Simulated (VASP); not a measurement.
# Ga2As (Pn-3m) in VASP: single point with PBE

Aim: the single point of Ga2As with PBE.

All numbers are computed with VASP 6.6.1; they aren't measurements. Logs are shortened: lines on timing, memory, paths and dates and some standing lists are left out, and cuts for length are marked.

**1. The cell of the first run**

It takes space group Pn-3m (No. 224, cubic). The conventional cell has a = 5.749 Å, b = 5.749 Å, c = 5.749 Å, α = 90.00°, β = 90.00°, γ = 90.00°. Ga (site symmetry -3m) has 2 As at 2.49 Å within 3.3 Å. As (site symmetry -43m) has 4 Ga at 2.49 Å within 3.3 Å.

**2. Single point, PBE**

Contents of POSCAR:

```
Ga2As
1.0
    5.7492435438      0.0000000000      0.0000000000
    0.0000000000      5.7492435438      0.0000000000
    0.0000000000      0.0000000000      5.7492435438
Ga As
4 2
Direct
    0.2500000000      0.2500000000      0.2500000000
    0.2500000000      0.7500000000      0.7500000000
    0.7500000000      0.7500000000      0.2500000000
    0.7500000000      0.2500000000      0.7500000000
    0.0000000000      0.0000000000      0.0000000000
    0.5000000000      0.5000000000      0.5000000000
```

Contents of INCAR.step1:

```
SYSTEM = Ga2As
ALGO = Fast
EDIFF = 1E-6
ENCUT = 520
GGA = PE
ISIF = 2
ISMEAR = 0
LASPH = .True.
LCHARG = .True.
LREAL = .False.
LWAVE = .False.
NBANDS = 40
NELM = 80
PREC = Accurate
SIGMA = 0.1
```

Contents of KPOINTS.step1:

```
k-points
0
Gamma
  8 8 8
  0 0 0
```

Contents of INCAR.step2:

```
SYSTEM = Ga2As
ALGO = Fast
EDIFF = 1E-6
ENCUT = 520
GGA = PE
ICHARG = 11
ISIF = 2
ISMEAR = -5
LASPH = .True.
LCHARG = .False.
LORBIT = 10
LREAL = .False.
LWAVE = .False.
NBANDS = 40
NEDOS = 1001
NELM = 80
PREC = Accurate
SIGMA = 0.1
```

Contents of KPOINTS.step2:

```
k-points
0
Gamma
  12 12 12
  0 0 0
```

Potentials or basis: VASP PAW PBE potentials, release 64 (Ga_d, As).

On the command line:

```console
cat potpaw_PBE.64/Ga_d/POTCAR potpaw_PBE.64/As/POTCAR > POTCAR
cp INCAR.step1 INCAR
cp KPOINTS.step1 KPOINTS
mpirun -np 1 vasp_std > vasp.out
cp INCAR.step2 INCAR
cp KPOINTS.step2 KPOINTS
mpirun -np 1 vasp_std > vasp.out
```

OUTCAR:

```text
SYSTEM = Ga2As
   EDIFF = 1E-6
   ENCUT = 520
   GGA = PE
   ICHARG = 11
   ISIF = 2
   ISMEAR = -5
   LASPH = .True.
   LORBIT = 10
   LREAL = .False.
   NELM = 80
   PREC = Accurate

 ion  position               nearest neighbor table
   1  0.250  0.250  0.250-   5 2.49   6 2.49
   2  0.250  0.750  0.750-   5 2.49   6 2.49
   3  0.750  0.750  0.250-   5 2.49   6 2.49
   4  0.750  0.250  0.750-   5 2.49   6 2.49
   5  0.000  0.000  0.000-   1 2.49   2 2.49   3 2.49   4 2.49
   6  0.500  0.500  0.500-   1 2.49   2 2.49   3 2.49   4 2.49

  LATTYP: Found a simple cubic cell.
 ALAT       =     5.7492435438

  Lattice vectors:

 A1 = (   5.7492435438,   0.0000000000,   0.0000000000)
 A2 = (   0.0000000000,   5.7492435438,   0.0000000000)
 A3 = (   0.0000000000,   0.0000000000,   5.7492435438)

Analysis of symmetry for initial positions (statically):
=====================================================================
 Subroutine PRICEL returns:
 Original cell was already a primitive cell.

 Routine SETGRP: Setting up the symmetry group for a
 simple cubic supercell.

 Subroutine GETGRP returns: Found 48 space group operations
 (whereof 24 operations were pure point group operations)
 out of a pool of 48 trial point group operations.

The static configuration has the point symmetry T_d .
 The point group associated with its full space group is O_h .

Analysis of symmetry for dynamics (positions and initial velocities):
=====================================================================
 Subroutine PRICEL returns:
 Original cell was already a primitive cell.

 Routine SETGRP: Setting up the symmetry group for a
 simple cubic supercell.

 Subroutine GETGRP returns: Found 48 space group operations
 (whereof 24 operations were pure point group operations)
 out of a pool of 48 trial point group operations.

The dynamic configuration has the point symmetry T_d .
 The point group associated with its full space group is O_h .

 Subroutine INISYM returns: Found 48 space group operations
 (whereof 24 operations are pure point group operations),
 and found     1 'primitive' translations

----------------------------------------------------------------------------------------

                                     Primitive cell

  volume of cell :     190.0344

  direct lattice vectors                    reciprocal lattice vectors
     5.749243544  0.000000000  0.000000000     0.173935926  0.000000000  0.000000000
     0.000000000  5.749243544  0.000000000     0.000000000  0.173935926  0.000000000
     0.000000000  0.000000000  5.749243544     0.000000000  0.000000000  0.173935926

  length of vectors
     5.749243544  5.749243544  5.749243544     0.173935926  0.173935926  0.173935926

  position of ions in fractional coordinates (direct lattice)
     0.250000000  0.250000000  0.250000000
     0.250000000  0.750000000  0.750000000
     0.750000000  0.750000000  0.250000000
     0.750000000  0.250000000  0.750000000
     0.000000000  0.000000000  0.000000000
     0.500000000  0.500000000  0.500000000

  ion indices of the primitive-cell ions
   primitive index   ion index
                 1           1
                 2           2
                 3           3
                 4           4
                 5           5
                 6           6

----------------------------------------------------------------------------------------

 KPOINTS: k-points

Automatic generation of k-mesh.
 Grid dimensions read from file:
 generate k-points for:   12   12   12

 Generating k-lattice:

  Cartesian coordinates                     Fractional coordinates (reciprocal lattice)
     0.014494661  0.000000000  0.000000000     0.083333333  0.000000000  0.000000000
     0.000000000  0.014494661  0.000000000     0.000000000  0.083333333  0.000000000
     0.000000000  0.000000000  0.014494661     0.000000000  0.000000000  0.083333333

  Length of vectors
     0.014494661  0.014494661  0.014494661

  Shift w.r.t. Gamma in fractional coordinates (k-lattice)
     0.000000000  0.000000000  0.000000000

 TETIRR: Found    854 inequivalent tetrahedra from    10368

 Subroutine IBZKPT returns following result:
 ===========================================

 Found     84 irreducible k-points:

 Following reciprocal coordinates:
            Coordinates               Weight
  0.000000  0.000000  0.000000      1.000000
  0.083333  0.000000  0.000000      6.000000
  0.166667  0.000000  0.000000      6.000000
  0.250000  0.000000  0.000000      6.000000
  0.333333  0.000000  0.000000      6.000000
  0.416667  0.000000  0.000000      6.000000
[... 16 lines left out ...]
  0.333333  0.333333  0.000000     12.000000
  0.416667  0.333333  0.000000     24.000000
 [... further k-points ...]
   k-points           NKPTS =     84   k-points in BZ     NKDIM =     84   number of bands    NBANDS=     40
   number of dos      NEDOS =   1001   number of ions     NIONS =      6
   total plane-waves  NPLWV = 110592
   dimension x,y,z NGX =    48 NGY =   48 NGZ =   48
   dimension x,y,z NGXF=    96 NGYF=   96 NGZF=   96
   ions per type =               4   2
   NGX,Y,Z   is equivalent  to a cutoff of  13.88, 13.88, 13.88 a.u.
   NGXF,Y,Z  is equivalent  to a cutoff of  27.76, 27.76, 27.76 a.u.
 SYSTEM =  Ga2As
   PREC   = accura    normal or accurate (medium, high low for compatibility)
   ISTART =      0    job   : 0-new  1-cont  2-samecut
   ICHARG =     11    charge: 1-file 2-atom 10-const
   ISPIN  =      1    spin polarized calculation?
   LNONCOLLINEAR =      F non collinear calculations
   LSORBIT =      F    spin-orbit coupling
   LASPH  =      T    aspherical Exc in radial PAW
   ENCUT  =  520.0 eV  38.22 Ry    6.18 a.u.  10.69 10.69 10.69*2*pi/ulx,y,z
   NELM   =     80;   NELMIN=  2; NELMDL=  0     # of ELM steps
   EDIFF  = 0.1E-05   stopping-criterion for ELM
   LREAL  =      F    real-space projection
   EDIFFG = 0.1E-04   stopping-criterion for IOM
   NSW    =      0    number of steps for IOM
   IBRION =     -1    ionic relax: 0-MD 1-quasi-New 2-CG
   NFREE  =      0    steps in history (QN), initial steepest desc. (CG)
   ISIF   =      2    stress and relaxation
   ISYM   =      2    0-nonsym 1-usesym 2-fastsym
   POTIM  = 0.5000    time-step for ionic-motion
   TEBEG  =    0.0;   TEEND  =   0.0 temperature during run
   PSTRESS=    0.0 pullay stress
   NELECT =      62.0000    total number of electrons
   NUPDOWN=      -1.0000    fix difference up-down
   EMIN   =  10.00;   EMAX   =-10.00  energy-range for DOS
   EFERMI =   0.00;   METHOD = LEGACY
   ISMEAR =    -5;   SIGMA  =   0.10  broadening in eV -4-tet -1-fermi 0-gaus
   EFERMI_NEDOS =   21; number of points for ismear=-14 and -15
   IALGO  =     68    algorithm
   IMIX   =      4    mixing-type and parameters
     AMIX     =   0.40;   BMIX     =  1.00
     AMIX_MAG =   1.60;   BMIX_MAG =  1.00
  volume/ion in A,a.u.               =      31.67       213.74
  Fermi-wavevector in a.u.,A,eV,Ry     =   1.127011  2.129741 17.281481  1.270153
  Thomas-Fermi vector in A             =   2.263695
   LORBIT       =     10    0 simple, 1 ext, 2 COOP (PROOUT), +10 PAW based schemes
   GGA     = PE    functional components
   LHFCALC =     F    Hartree Fock is set to
   AEXX    =    0.0000 exact exchange contribution
   IVDW    =     0    specifies the selected vdW correction
   LEPSILON=     F    determine dielectric tensor
   LRPA    =     F    only Hartree local field effects (RPA)
 non-spin polarized calculation
 RMM-DIIS sequential band-by-band and
 Fermi weights with tetrahedron method with Bloechl corrections
  energy-cutoff  :      520.00
  volume of cell :      190.03
 maximum number of plane-waves:      5156
 NGX is ok and might be reduce to    48

 number of electron      62.0000069 magnetization

 Free energy of the ion-electron system (eV)
  ---------------------------------------------------
  ext. energy  EPLUGINS =         0.00000000
  ---------------------------------------------------
  free energy    TOTEN  =       -17.36089441 eV

  energy without entropy =      -17.36089441  energy(sigma->0) =      -17.36089441

 E-fermi :   2.1031     XC(G=0):  -8.3152

 val. band max:        2.1131435687   @ k =   0.5000   0.2500   0.1667
 cond. band min:       2.0742787757   @ k =   0.3333   0.2500   0.2500
 fundamental gap:     -0.0388647929
 Fermi energy:         2.1030914849

 k-point     1 :       0.0000    0.0000    0.0000
  band No.  band energies     occupation
      1     -13.3585      2.00000
      2     -13.1561      2.00000
      3     -13.1561      2.00000
      4     -13.1561      2.00000
      5     -13.1276      2.00000
      6     -13.1276      2.00000
[... 32 lines left out ...]
     39       5.7481      0.00000
     40       5.7485      0.00000

 k-point     2 :       0.0833    0.0000    0.0000
  band No.  band energies     occupation
      1     -13.3551      2.00000
      2     -13.1592      2.00000
      3     -13.1557      2.00000
      4     -13.1557      2.00000
      5     -13.1274      2.00000
      6     -13.1272      2.00000
[... 32 lines left out ...]
     39       5.6812      0.00000
     40       5.6813      0.00000

 k-point     3 :       0.1667    0.0000    0.0000
  band No.  band energies     occupation
      1     -13.3450      2.00000
      2     -13.1687      2.00000
      3     -13.1548      2.00000
      4     -13.1548      2.00000
      5     -13.1269      2.00000
      6     -13.1260      2.00000
[... 32 lines left out ...]
     39       5.7042      0.00000
     40       5.7048      0.00000

 k-point     4 :       0.2500    0.0000    0.0000
  band No.  band energies     occupation
      1     -13.3290      2.00000
      2     -13.1844      2.00000
      3     -13.1535      2.00000
      4     -13.1535      2.00000
      5     -13.1260      2.00000
      6     -13.1241      2.00000
[... 32 lines left out ...]
     39       6.0666      0.00000
     40       6.0846      0.00000
[... 772 lines left out ...]
     39       6.5103      0.00000
     40       6.5119      0.00000

 k-point    23 :       0.3333    0.3333    0.0000
  band No.  band energies     occupation
      1     -13.2822      2.00000
      2     -13.2298      2.00000
      3     -13.1532      2.00000
      4     -13.1516      2.00000
      5     -13.1214      2.00000
      6     -13.1213      2.00000
[... 32 lines left out ...]
     39       5.6306      0.00000
     40       5.9441      0.00000

 k-point    24 :       0.4167    0.3333    0.0000
  band No.  band energies     occupation
      1     -13.2697      2.00000
      2     -13.2424      2.00000
      3     -13.1527      2.00000
      4     -13.1517      2.00000
      5     -13.1209      2.00000
      6     -13.1198      2.00000
[... 32 lines left out ...]
     39       5.7759      0.00000
     40       6.0052      0.00000

 [... further k-points ...]
[... 5 lines left out ...]
  --------------------------------------------------------------------------------------
  -------------------------------------------------------------------------------------
  Total       -0.0720526     -0.0720526     -0.0720526      0.0000000      0.0000000      0.0000000
  in kB       -0.6074746     -0.6074746     -0.6074746      0.0000000      0.0000000      0.0000000
  external PRESSURE =      -0.6074746 kB  Pullay stress =       0.0000000 kB

 VOLUME and BASIS-vectors are now :
 -----------------------------------------------------------------------------
  energy-cutoff  :      520.00
  volume of cell :      190.03
      direct lattice vectors                 reciprocal lattice vectors
     5.749243544  0.000000000  0.000000000     0.173935926  0.000000000  0.000000000
     0.000000000  5.749243544  0.000000000     0.000000000  0.173935926  0.000000000
     0.000000000  0.000000000  5.749243544     0.000000000  0.000000000  0.173935926

 POSITION                                       TOTAL-FORCE (eV/Angst)
 -----------------------------------------------------------------------------------
      1.43731      1.43731      1.43731        -0.000000      0.000000     -0.000000
      1.43731      4.31193      4.31193         0.000000      0.000000     -0.000000
      4.31193      4.31193      1.43731        -0.000000      0.000000      0.000000
      4.31193      1.43731      4.31193        -0.000000     -0.000000      0.000000
      0.00000      0.00000      0.00000         0.000000     -0.000000     -0.000000
      2.87462      2.87462      2.87462         0.000000     -0.000000     -0.000000
 -----------------------------------------------------------------------------------
    total drift:                                0.000000     -0.000000      0.000000

  FREE ENERGIE OF THE ION-ELECTRON SYSTEM (eV)
  ---------------------------------------------------
  free  energy   TOTEN  =       -17.3608944096 eV

  energy  without entropy=      -17.3608944096  energy(sigma->0) =      -17.36089441

 total charge

# of ion       s       p       d       tot
------------------------------------------
    1        1.058   0.488   9.942  11.488
    2        1.058   0.488   9.942  11.488
    3        1.058   0.488   9.942  11.488
    4        1.058   0.488   9.942  11.488
    5        1.301   1.402   0.042   2.745
    6        1.301   1.402   0.042   2.745
--------------------------------------------------
tot          6.832   4.758  39.854  51.444
```

Run time: 23 min. Hardware: 1 thread of Oxide Virtual Turin-like, shared host; peak memory 0.61 GiB.

Results:

- Valence electrons inside the program's atomic spheres: Ga 11.49; As 2.75
